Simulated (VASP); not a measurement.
# LiH in VASP: further runs, part 2 of 2

VASP 6.6.1. The steps go on from the part before.

## Step 3: Single point, HF

This run uses another cell than the first one, of 8.62 Å³/atom.

The input, POSCAR:

```
LiH
1.0
    0.0000000000      2.0502388037      2.0502388037
    2.0502388037      0.0000000000      2.0502388037
    2.0502388037      2.0502388037      0.0000000000
Li H
1 1
Direct
    0.0000000000      0.0000000000      0.0000000000
    0.5000000000      0.5000000000      0.5000000000
```

The input, INCAR.step1:

```
SYSTEM = LiH
ALGO = Normal
EDIFF = 1E-5
ENCUT = 520
GGA = PE
ISIF = 2
ISMEAR = -1
LASPH = .TRUE.
LREAL = .FALSE.
LWAVE = .TRUE.
NBANDS = 9
NELM = 80
PREC = Accurate
SIGMA = 0.01
```

The input, INCAR.step2:

```
SYSTEM = LiH
AEXX = 1.0
AGGAC = 0.0
ALDAC = 0.0
ALGO = Normal
EDIFF = 1E-6
ENCUT = 520
GGA = PE
ISIF = 2
ISMEAR = -1
ISTART = 1
LASPH = .TRUE.
LCHARG = .TRUE.
LELF = .TRUE.
LHFCALC = .TRUE.
LREAL = .FALSE.
LVHAR = .TRUE.
LWAVE = .FALSE.
NBANDS = 9
NELM = 80
PREC = Accurate
PRECFOCK = Normal
SIGMA = 0.01
```

The input, KPOINTS:

```
k-points
0
G
  7 7 7
  0 0 0
```

Potentials or basis: VASP PAW PBE potentials, release 64 (Li_sv, H).

Run with:

```console
> cat potpaw_PBE.64/Li_sv/POTCAR potpaw_PBE.64/H/POTCAR > POTCAR
> cp INCAR.step1 INCAR
> mpirun -np 1 vasp_std > vasp.out
> cp INCAR.step2 INCAR
> mpirun -np 1 vasp_std > vasp.out
```

OUTCAR:

```text
SYSTEM = LiH
   AEXX = 1.0
   EDIFF = 1E-6
   ENCUT = 520
   GGA = PE
   ISIF = 2
   ISMEAR = -1
   ISTART = 1
   LASPH = .TRUE.
   LHFCALC = .TRUE.
   LREAL = .FALSE.
   NELM = 80
   PREC = Accurate
   PRECFOCK = Normal

 ion  position               nearest neighbor table
   1  0.000  0.000  0.000-
   2  0.500  0.500  0.500-

  LATTYP: Found a face centered cubic cell.
 ALAT       =     4.1004776074

  Lattice vectors:

 A1 = (   0.0000000000,   2.0502388037,   2.0502388037)
 A2 = (   2.0502388037,   0.0000000000,   2.0502388037)
 A3 = (   2.0502388037,   2.0502388037,   0.0000000000)

Analysis of symmetry for initial positions (statically):
=====================================================================
 Subroutine PRICEL returns:
 Original cell was already a primitive cell.

 Routine SETGRP: Setting up the symmetry group for a
 face centered cubic supercell.

 Subroutine GETGRP returns: Found 48 space group operations
 (whereof 48 operations were pure point group operations)
 out of a pool of 48 trial point group operations.

The static configuration has the point symmetry O_h .

Analysis of symmetry for dynamics (positions and initial velocities):
=====================================================================
 Subroutine PRICEL returns:
 Original cell was already a primitive cell.

 Routine SETGRP: Setting up the symmetry group for a
 face centered cubic supercell.

 Subroutine GETGRP returns: Found 48 space group operations
 (whereof 48 operations were pure point group operations)
 out of a pool of 48 trial point group operations.

The dynamic configuration has the point symmetry O_h .

 Subroutine INISYM returns: Found 48 space group operations
 (whereof 48 operations are pure point group operations),
 and found     1 'primitive' translations

----------------------------------------------------------------------------------------

[... 119 lines left out ...]
   AEXX    =    1.0000 exact exchange contribution
   HFSCREEN=    0.0000 screening length (either q_TF or 0.3 A-1)
   HFSCREENC=   0.0000 screening length for correlation (either q_TF or 0.3 A-1)
   ENCUTFOCK=  -1.0 apply spherical cutoff to Coloumb kernel
   IVDW    =     0    specifies the selected vdW correction
   LEPSILON=     F    determine dielectric tensor
   LRPA    =     F    only Hartree local field effects (RPA)
 non-spin polarized calculation
  energy-cutoff  :      520.00
  volume of cell :       17.24
 maximum number of plane-waves:       477
 NGX is ok and might be reduce to    24
  NGX = 18; NGY = 18; NGZ = 18

 number of electron       4.0000004 magnetization

 Free energy of the ion-electron system (eV)
  ---------------------------------------------------
  ext. energy  EPLUGINS =         0.00000000
  ---------------------------------------------------
  free energy    TOTEN  =        -9.36361381 eV

  energy without entropy =       -9.36361381  energy(sigma->0) =       -9.36361381

 E-fermi :  -3.7033     XC(G=0):   0.0000

 val. band max:       -3.9590033764   @ k =  -0.4286   0.4286   0.0000
 cond. band min:       7.5310193765   @ k =  -0.4286   0.4286   0.0000
 fundamental gap:     11.4900227529
 Fermi energy:        -3.7033350326

 k-point     1 :       0.0000    0.0000    0.0000
  band No.  band energies     occupation
      1     -60.3532      2.00000
      2     -11.0743      2.00000
      3      22.0759      0.00000
      4      23.1099      0.00000
      5      23.1099      0.00000
      6      23.1099      0.00000
      7      27.6439      0.00000
      8      27.6439      0.00000
      9      27.6439      0.00000
[... 217 lines left out ...]
 k-point    20 :      -0.2857    0.4286    0.1429
  band No.  band energies     occupation
      1     -60.2957      2.00000
      2      -4.3679      2.00000
      3       9.2427      0.00000
      4      10.7592      0.00000
      5      16.8095      0.00000
      6      22.5218      0.00000
      7      28.0516      0.00000
      8      31.1834      0.00000
      9      33.3293      0.00000

------------------------ aborting loop because EDIFF is reached ----------------------------------------

  FORCE on cell =-STRESS in cart. coord.  units (eV):
  Direction    XX          YY          ZZ          XY          YZ          ZX
  --------------------------------------------------------------------------------------
  -------------------------------------------------------------------------------------
  Total       -0.0255489     -0.0255489     -0.0255489      0.0000000     -0.0000000      0.0000000
  in kB       -2.3748707     -2.3748707     -2.3748707      0.0000000     -0.0000000      0.0000000
  external PRESSURE =      -2.3748707 kB  Pullay stress =       0.0000000 kB

 VOLUME and BASIS-vectors are now :
 -----------------------------------------------------------------------------
  energy-cutoff  :      520.00
  volume of cell :       17.24
      direct lattice vectors                 reciprocal lattice vectors
     0.000000000  2.050238804  2.050238804    -0.243874030  0.243874030  0.243874030
     2.050238804  0.000000000  2.050238804     0.243874030 -0.243874030  0.243874030
     2.050238804  2.050238804  0.000000000     0.243874030  0.243874030 -0.243874030

 POSITION                                       TOTAL-FORCE (eV/Angst)
 -----------------------------------------------------------------------------------
      0.00000      0.00000      0.00000         0.000000      0.000000      0.000000
      2.05024      2.05024      2.05024        -0.000000     -0.000000      0.000000
 -----------------------------------------------------------------------------------
    total drift:                                0.000000      0.000000     -0.000000

  FREE ENERGIE OF THE ION-ELECTRON SYSTEM (eV)
  ---------------------------------------------------
  free  energy   TOTEN  =        -9.3636138140 eV

  energy  without entropy=       -9.3636138140  energy(sigma->0) =       -9.36361381
```

OSZICAR.step1:

```text
N       E                     dE             d eps       ncg     rms          rms(c)
DAV:   1    -0.220633234903E+01   -0.22063E+01   -0.14640E+03   368   0.398E+02
DAV:   2    -0.630710452079E+01   -0.41008E+01   -0.40785E+01   525   0.505E+01
DAV:   3    -0.635772764441E+01   -0.50623E-01   -0.50617E-01   456   0.469E+00
DAV:   4    -0.635787278376E+01   -0.14514E-03   -0.14513E-03   473   0.258E-01
DAV:   5    -0.635787318042E+01   -0.39666E-06   -0.39666E-06   493   0.111E-02    0.284E+00
DAV:   6    -0.617594825694E+01    0.18192E+00   -0.15510E-01   396   0.119E+00    0.141E+00
DAV:   7    -0.611676123218E+01    0.59187E-01   -0.19292E-01   404   0.151E+00    0.219E-01
DAV:   8    -0.611868875726E+01   -0.19275E-02   -0.46809E-03   427   0.444E-01    0.409E-02
DAV:   9    -0.611863008196E+01    0.58675E-04   -0.14676E-04   430   0.455E-02    0.767E-03
DAV:  10    -0.611862672905E+01    0.33529E-05   -0.67555E-06   336   0.188E-02
   1 F= -.61186267E+01 E0= -.61186267E+01  d E =-.227929E-11
```

Run time: 6.7 min. Hardware: 1 thread of AMD EPYC 7R13, shared host; peak memory 0.14 GiB.

What came out:

- Free energy: -9.3636 eV
- Band gap on the k mesh: 11.49 eV

Levels at points of the mesh, in eV from the valence-band top:
```tsv
k point	band 1	band 2	band 3	band 4	band 5	band 6	band 7
(0.00, 0.00, 0.00)	-56.39	-7.12	26.03	27.07	27.07	27.07	31.60
```

Caveat: the cutoff is under 1.25 times the usual one of these potentials, so pressure, stress and relaxed cells hold a basis-set (Pulay) error; the PAW data sets were made with another functional, which shifts forces and pressure a little; an odd mesh through Γ misses points on the zone boundary, where band edges can lie.

## Step 4: Single point, HF

This run uses another cell than the first one, of 8.79 Å³/atom.

The input, POSCAR:

```
LiH
1.0
    0.0000000000      2.0635524157      2.0635524157
    2.0635524157      0.0000000000      2.0635524157
    2.0635524157      2.0635524157      0.0000000000
Li H
1 1
Direct
    0.0000000000      0.0000000000      0.0000000000
    0.5000000000      0.5000000000      0.5000000000
```

The input, INCAR.step1:

```
PREC = Accurate
ENCUT = 520
EDIFF = 1E-5
ISMEAR = -1
SIGMA = 0.01
LREAL = False
LASPH = True
NELM = 100
ALGO = Normal
ISIF = 2
LWAVE = True
LCHARG = False
NBANDS = 9
GGA = PE
```

The input, INCAR.step2:

```
PREC = Accurate
ENCUT = 520
EDIFF = 1E-7
ISMEAR = -1
SIGMA = 0.01
LREAL = False
LASPH = True
NELM = 100
ALGO = Normal
ISIF = 2
LWAVE = False
LCHARG = False
GGA = PE
LHFCALC = True
AEXX = 1.0
ALDAC = 0.0
AGGAC = 0.0
PRECFOCK = Normal
NBANDS = 9
ISTART = 1
```

The input, KPOINTS:

```
regular mesh
0
Gamma
  7 7 7
```

Run with:

```console
> cat potpaw_PBE.64/Li_sv/POTCAR potpaw_PBE.64/H/POTCAR > POTCAR
> cp INCAR.step1 INCAR
> mpirun -np 1 vasp_std > vasp.out
> cp INCAR.step2 INCAR
> mpirun -np 1 vasp_std > vasp.out
```

It took 8.9 min on 1 thread of AMD EPYC 7R13, shared host; peak memory 0.14 GiB.

Results (log left out):

* Free energy: -9.3629 eV
* Band gap on the k mesh: 11.47 eV

Levels at points of the mesh, in eV from the valence-band top:
| k point | band 1 | band 2 | band 3 | band 4 | band 5 | band 6 |
| --- | --- | --- | --- | --- | --- | --- |
| (0.00, 0.00, 0.00) | -56.43 | -7.02 | 25.74 | 26.84 | 26.84 | 26.84 |

Caveat: the cutoff is under 1.25 times the usual one of these potentials, so pressure, stress and relaxed cells hold a basis-set (Pulay) error; the PAW data sets were made with another functional, which shifts forces and pressure a little; an odd mesh through Γ misses points on the zone boundary, where band edges can lie.

## Step 5: Single point, HF

This run uses another cell than the first one, of 8.96 Å³/atom.

The input, POSCAR:

```
LiH
1.0
    0.0000000000      2.0766964161      2.0766964161
    2.0766964161      0.0000000000      2.0766964161
    2.0766964161      2.0766964161      0.0000000000
Li H
1 1
Direct
    0.0000000000      0.0000000000      0.0000000000
    0.5000000000      0.5000000000      0.5000000000
```

The input, INCAR.step1:

```
ALGO = Normal
EDIFF = 1E-5
ENCUT = 520
GGA = PE
ISIF = 2
ISMEAR = -1
LASPH = T
LCHARG = F
LREAL = F
LWAVE = T
NBANDS = 9
NELM = 80
PREC = Accurate
SIGMA = 0.01
```

The input, INCAR.step2:

```
AEXX = 1.0
AGGAC = 0.0
ALDAC = 0.0
ALGO = Normal
EDIFF = 1E-6
ENCUT = 520
GGA = PE
ISIF = 2
ISMEAR = -1
ISTART = 1
LASPH = T
LCHARG = F
LHFCALC = T
LREAL = F
LWAVE = F
NBANDS = 9
NELM = 80
PREC = Accurate
PRECFOCK = Normal
SIGMA = 0.01
```

The input, KPOINTS:

```
k-points
0
Gamma
  7 7 7
```

Run with:

```console
> cat potpaw_PBE.64/Li_sv/POTCAR potpaw_PBE.64/H/POTCAR > POTCAR
> cp INCAR.step1 INCAR
> mpirun -np 1 vasp_std > vasp.out
> cp INCAR.step2 INCAR
> mpirun -np 1 vasp_std > vasp.out
```

Run time: 8.7 min. Hardware: 1 thread of AMD EPYC 7R13, shared host; peak memory 0.14 GiB.

The run converged. Its results:

| Item | Value |
| --- | --- |
| Free energy | -9.3610 eV |
| Band gap on the k mesh | 11.44 eV |

Levels at points of the mesh, in eV from the valence-band top:
| k point | band 1 | band 2 | band 3 | band 4 | band 5 |
| --- | --- | --- | --- | --- | --- |
| (0.00, 0.00, 0.00) | -56.46 | -6.93 | 25.44 | 26.60 | 26.60 |

Caveat: the cutoff is under 1.25 times the usual one of these potentials, so pressure, stress and relaxed cells hold a basis-set (Pulay) error; the PAW data sets were made with another functional, which shifts forces and pressure a little; an odd mesh through Γ misses points on the zone boundary, where band edges can lie.

## Step 6: Single point, PBEsol (atoms moved at random)

The input, INCAR:

```
GGA = PS
ISMEAR = 0
SIGMA = 0.03
LWAVE = False
LCHARG = False
ISIF = 2
ISYM = 0
PREC = Accurate
LASPH = True
LREAL = False
ALGO = Normal
EDIFF = 1E-7
NELM = 120
GGA_COMPAT = False
ENCUT = 800
EFERMI = MIDGAP
NSIM = 4
```

The input, KPOINTS:

```
k-points
0
Gamma
  2 2 2
```

The input, POSCAR:

```
LiH
1.0
    0.0000000000      6.1102500000      6.1102500000
    6.1102500000      0.0000000000      6.1102500000
    6.1102500000      6.1102500000      0.0000000000
Li H
27 27
Direct
    0.0010390000     -0.0012390000      0.0035210000
   -0.0039990000      0.0035140000      0.3330090000
   -0.0037200000      0.0042370000      0.6680790000
    0.0019860000      0.3352310000      0.0022780000
    0.0044130000      0.3328010000      0.3231940000
   -0.0000100000      0.3360920000      0.6617480000
   -0.0029050000      0.6731540000      0.0057500000
   -0.0011440000      0.6632440000      0.3358440000
   -0.0018530000      0.6620930000      0.6700540000
    0.3335250000      0.0020810000     -0.0032340000
    0.3366780000     -0.0026710000      0.3316810000
    0.3329560000     -0.0066810000      0.6688900000
    0.3352340000      0.3369140000     -0.0033710000
    0.3340850000      0.3323660000      0.3316120000
    0.3360160000      0.3270670000      0.6647200000
    0.3353740000      0.6619630000      0.0011960000
    0.3335740000      0.6638980000      0.3380620000
    0.3340900000      0.6659880000      0.6643660000
    0.6655500000      0.0033600000     -0.0044790000
    0.6702270000      0.0027430000      0.3288490000
    0.6682970000     -0.0040550000      0.6656160000
    0.6694100000      0.3325850000     -0.0010470000
    0.6645940000      0.3337290000      0.3331160000
    0.6702460000      0.3310310000      0.6697800000
    0.6678040000      0.6626940000      0.0007690000
    0.6688070000      0.6620890000      0.3326640000
    0.6654690000      0.6685670000      0.6679390000
    0.1623880000      0.1697400000      0.1656070000
    0.1681850000      0.1562930000      0.5058470000
    0.1670190000      0.1680840000      0.8311240000
    0.1700730000      0.4968880000      0.1665670000
    0.1625120000      0.5050980000      0.5031280000
    0.1693900000      0.5011950000      0.8302070000
    0.1669710000      0.8288800000      0.1673460000
    0.1678380000      0.8387250000      0.4955370000
    0.1597760000      0.8395890000      0.8307960000
    0.5004770000      0.1663350000      0.1642400000
    0.5042660000      0.1688610000      0.4963170000
    0.5001070000      0.1645840000      0.8313640000
    0.4950420000      0.5003100000      0.1679740000
    0.4966850000      0.4982220000      0.5079230000
    0.4985520000      0.4966360000      0.8344300000
    0.4979240000      0.8283660000      0.1694350000
    0.4959340000      0.8306320000      0.5077800000
    0.5008690000      0.8282740000      0.8374600000
    0.8301230000      0.1649750000      0.1682160000
    0.8357810000      0.1666000000      0.4955980000
    0.8238030000      0.1732800000      0.8363340000
    0.8354590000      0.4909990000      0.1711990000
    0.8377740000      0.5008380000      0.5023290000
    0.8318270000      0.4980640000      0.8362980000
    0.8362830000      0.8299950000      0.1672540000
    0.8272640000      0.8308160000      0.5084740000
    0.8311140000      0.8250170000      0.8390470000
```

Potentials or basis: VASP PAW PBE potentials, release 64 (Li_sv, H).

Run with:

```console
> cat potpaw_PBE.64/Li_sv/POTCAR potpaw_PBE.64/H/POTCAR > POTCAR
> mpirun -np 8 vasp_std > vasp.out
```

Run time: 3 min. Hardware: 8 MPI ranks of Intel Xeon 6975P-C (Granite Rapids), shared host; peak memory 0.34 GiB.

The run converged. Its results:

```
Free energy            : -164.9009 eV
Pressure               : -2.2 GPa
Largest force          : 0.244 eV/Å
Band gap on the k mesh : 2.78 eV
```

Forces on the atoms (eV/Å):
```
Li  -0.037 -0.047  0.044
Li  -0.062  0.130 -0.005
Li  -0.146  0.023 -0.001
Li  -0.109 -0.091 -0.003
Li   0.118  0.138 -0.089
Li   0.028  0.112 -0.034
Li  -0.230 -0.081 -0.003
Li   0.051  0.040  0.084
Li   0.051  0.027  0.105
Li  -0.013  0.053 -0.076
Li   0.049 -0.011 -0.061
Li   0.049 -0.049  0.049
Li  -0.051 -0.030 -0.054
Li   0.007  0.037 -0.022
Li   0.127  0.000  0.053
Li   0.068 -0.023  0.038
Li   0.022 -0.110  0.010
Li   0.048 -0.011 -0.052
Li   0.001  0.050 -0.087
Li   0.030  0.015 -0.143
Li   0.056  0.005  0.012
Li   0.027 -0.036 -0.021
Li   0.012  0.059 -0.014
Li  -0.012 -0.151 -0.013
Li   0.053 -0.031  0.002
Li   0.102  0.012 -0.015
Li  -0.039 -0.003 -0.045
H   -0.061  0.052  0.036
H    0.071 -0.118  0.154
H   -0.002  0.038 -0.045
H    0.039 -0.043 -0.031
H   -0.150  0.017 -0.057
H    0.048  0.024 -0.081
H    0.060 -0.045  0.025
H   -0.014  0.021 -0.115
H    0.005  0.141 -0.040
H    0.015  0.035 -0.023
H   -0.011 -0.024 -0.104
H    0.016  0.048  0.005
H   -0.036  0.084  0.028
H   -0.132 -0.045  0.082
H    0.046  0.019  0.064
H    0.014  0.029  0.096
H   -0.104 -0.029  0.099
H    0.004 -0.072  0.014
H   -0.011  0.022  0.054
H    0.077  0.029 -0.047
H   -0.146  0.084  0.020
H    0.090 -0.082  0.079
H   -0.070 -0.103 -0.082
H   -0.004  0.013  0.009
H    0.060 -0.037 -0.024
H   -0.084 -0.053  0.104
H    0.080 -0.032  0.119
```

Levels at points of the mesh, in eV from the valence-band top:
| k point | band 50 | band 51 | band 52 | band 53 | band 54 | band 55 | band 56 | band 57 | band 58 | band 59 |
| --- | --- | --- | --- | --- | --- | --- | --- | --- | --- | --- |
| (0.00, 0.00, 0.00) | -1.04 | -1.03 | -1.02 | -0.99 | -0.96 | 4.68 | 4.71 | 4.72 | 4.73 | 4.74 |
| (0.50, 0.00, 0.00) | -1.05 | -1.04 | -1.03 | -0.99 | -0.97 | 4.40 | 4.43 | 4.47 | 4.50 | 4.52 |
| (0.00, 0.50, 0.00) | -1.05 | -1.02 | -1.01 | -0.99 | -0.98 | 4.40 | 4.42 | 4.47 | 4.49 | 4.51 |
| (0.00, 0.00, 0.50) | -1.05 | -1.04 | -1.03 | -1.00 | -0.98 | 4.41 | 4.42 | 4.46 | 4.48 | 4.50 |
| (0.50, 0.50, 0.50) | -1.05 | -1.03 | -1.03 | -1.00 | -0.97 | 4.40 | 4.43 | 4.46 | 4.49 | 4.50 |
| (0.50, 0.50, 0.00) | -0.19 | -0.18 | -0.15 | -0.13 | 0.00 | 2.78 | 3.74 | 3.76 | 3.79 | 3.79 |
| (0.00, 0.50, 0.50) | -0.19 | -0.17 | -0.15 | -0.14 | 0.00 | 2.78 | 3.75 | 3.76 | 3.77 | 3.80 |
| (0.50, 0.00, 0.50) | -0.19 | -0.17 | -0.15 | -0.14 | 0.00 | 2.79 | 3.74 | 3.76 | 3.78 | 3.79 |

Caveat: the k points lie up to 0.45 Å⁻¹ apart; the cell differs from its parent crystal (atoms moved at random); the PAW data sets were made with another functional, which shifts forces and pressure a little.

## Step 7: Overview

```csv
level,cell,k mesh,cutoff (eV),smearing,dipole correction,grid for exact exchange (PRECFOCK),share of exact exchange,tolerance level,purpose,gap on the mesh (eV)
PBEsol,"a = 2.880 Å, angles 60.0°, 2 atoms, atomic positions A",11 × 11 × 11,520,fermi-dirac 0.05 eV,no,-,-,-,-,2.97
HF,"a = 2.899 Å, angles 60.0°, 2 atoms, atomic positions A",7 × 7 × 7,520,fermi-dirac 0.01 eV,no,Normal,1,-,-,11.49
HF,"a = 2.918 Å, angles 60.0°, 2 atoms, atomic positions A",7 × 7 × 7,520,fermi-dirac 0.01 eV,no,Normal,1,-,-,11.47
HF,"a = 2.937 Å, angles 60.0°, 2 atoms, atomic positions A",7 × 7 × 7,520,fermi-dirac 0.01 eV,no,Normal,1,-,-,11.44
PBEsol,"a = 8.641 Å, angles 60.0°, 54 atoms, atomic positions B",2 × 2 × 2,800,gaussian 0.03 eV,-,-,-,tight,forces in a large cell,2.78
```

Alike in all rows: task single point; potentials or basis VASP PAW PBE potentials, release 64 (Li_sv, H); no spin polarisation.

Caveats: some runs use coarse meshes; the PAW data sets were made with another functional, which shifts forces and pressure a little; the cutoff is under 1.25 times the usual one of these potentials, so pressure, stress and relaxed cells hold a basis-set (Pulay) error (at least some runs); an odd mesh through Γ misses points on the zone boundary, where band edges can lie (at least some runs).

Absolute energies hang on the potentials; compare differences alone.
